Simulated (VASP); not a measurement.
Crystal: SrO.

```
Sr O
1.0
     4.29013    0.00000    0.00000
    -2.14506    3.71536    0.00000
     0.00000    0.00000    5.18471
Sr O
2 2
Direct
  0.33333 0.66667 0.93750
  0.66667 0.33333 0.43750
  0.33333 0.66667 0.43750
  0.66667 0.33333 0.93750
```

- Program: VASP 6.6.1
- Task: relaxation of cell and atoms
- Functional: PBEsol
- Potentials or basis: VASP PAW PBE potentials, release 64 (Sr_sv, O)
- Cutoff: 600 eV
- k mesh: 6 × 6 × 4
- Occupations: fermi-dirac, width 0.02 eV
- Spin: no spin polarisation

At the start: pressure -2.4 GPa; volume 20.66 Å³/atom.

Q: Where does the relaxation end?

A: Over 3 steps the energy falls by 5.4 meV/atom and the volume is 19.97 Å³/atom (-3.4 %); space group P6_3/mmc (No. 194, to 0.05 Å).

The path:
| step | energy change (eV) | largest force (eV/Å) | pressure (GPa) | volume (Å³) |
| --- | --- | --- | --- | --- |
| 1 | 0.0000 | 0.0000 | -2.40 | 82.64 |
| 2 | -0.0192 | 0.0000 | 0.86 | 79.00 |
| 3 | -0.0216 | 0.0000 | 0.00 | 79.87 |

Final structure:
```
Sr O
1.0
     4.24459    0.00000    0.00000
    -2.12230    3.67593    0.00000
     0.00000    0.00000    5.11887
Sr O
2 2
Direct
  0.33333 0.66667 0.93750
  0.66667 0.33333 0.43750
  0.33333 0.66667 0.43750
  0.66667 0.33333 0.93750
```

Caveat: the PAW data sets were made with another functional, which shifts forces and pressure a little.
